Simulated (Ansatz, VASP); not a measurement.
Given: the input of a run of VASP 6.6.1 on SiC.

File INCAR:

```
SYSTEM = SiC
PREC = Accurate
ENCUT = 600
EDIFF = 1E-6
ISMEAR = -1
SIGMA = 0.05
LREAL = .FALSE.
LASPH = .TRUE.
NELM = 120
ALGO = Normal
ISIF = 2
LWAVE = .FALSE.
LCHARG = .FALSE.
GGA = LIBXC
LIBXC1 = GGA_X_B88
LIBXC2 = GGA_C_PBE
NBANDS = 16
GGA_COMPAT = .FALSE.
```

KPOINTS

```
Automatic mesh
0
G
  10 10 5
  0 0 0
```

POSCAR

```
SiC
1.0
    3.1363290418      0.0000000000      0.0000000000
   -1.5681645209      2.7161406248      0.0000000000
    0.0000000000      0.0000000000      5.1470055276
Si C
2 2
Direct
    0.6666666667      0.3333333333      0.5000000000
    0.3333333333      0.6666666667      0.0000000000
    0.6666666667      0.3333333333      0.8850000000
    0.3333333333      0.6666666667      0.3850000000
```

Potentials or basis: VASP PAW PBE potentials, release 64 (Si, C).

The run is started by

```console
$ cat potpaw_PBE.64/Si/POTCAR potpaw_PBE.64/C/POTCAR > POTCAR
$ mpirun -np 1 vasp_std > vasp.out
```

**Question.** Set up the same calculation for Ansatz 0.2.0. Potentials there: Ansatz PAW.

**Answer.** As run (the cutoff follows the program's own potentials):

Contents of input.yaml:

```yaml
crystal:
  lattice:
    - [3.1363290418, 0.0, 0.0]
    - [-1.5681645209, 2.7161406248, 0.0]
    - [0.0, 0.0, 5.1470055276]
  atoms:
    - { symbol: Si, position: [0.6666666667, 0.3333333333, 0.5] }
    - { symbol: Si, position: [0.3333333333, 0.6666666667, 0.0] }
    - { symbol: C, position: [0.6666666667, 0.3333333333, 0.885] }
    - { symbol: C, position: [0.3333333333, 0.6666666667, 0.385] }
hamiltonian:
  xc: { exchange: b88, correlation: pbe }
  pseudopotentials: { kind: paw }
kpoints:
  mp_grid: { grid: [10, 10, 5] }
scf:
  occupations: { method: fermi_dirac, width: 0.05 }
output:
  forces: true
  stress: true
  eigenvalues: true
```

Potentials or basis: Ansatz PAW.

Command:

```sh
$ ansatz run input.yaml --threads 2 --pin off --max-ram 5120MiB --backend cpu --events-out ev --progress --plain --runs-dir out
```

Both were run:

|  | VASP | Ansatz | Ansatz less VASP |
| --- | --- | --- | --- |
| gap on the k mesh at the Fermi level (eV) | 2.49 | 2.49 | +0.003 |
| least direct gap on the mesh (eV) | 3.96 | 3.97 | +0.007 |
| pressure (GPa) | -8.2 | -8.0 | +0.18 |
| traceless stress, the component that is largest in VASP (GPa) | -1.73 | -1.73 | +0.001 |
| rms of the force components (eV/Å) | 0.385 | 0.385 | -0.0006 |

VASP's potentials were made for PBE, not for b88 exchange, pbe correlation. Atom by atom the forces differ by 0.001 eV/Å (rms over components).

Noted on Ansatz's run: odd divisions of the mesh miss points on the zone boundary, where band edges often lie, so the gap on the mesh can be too wide.
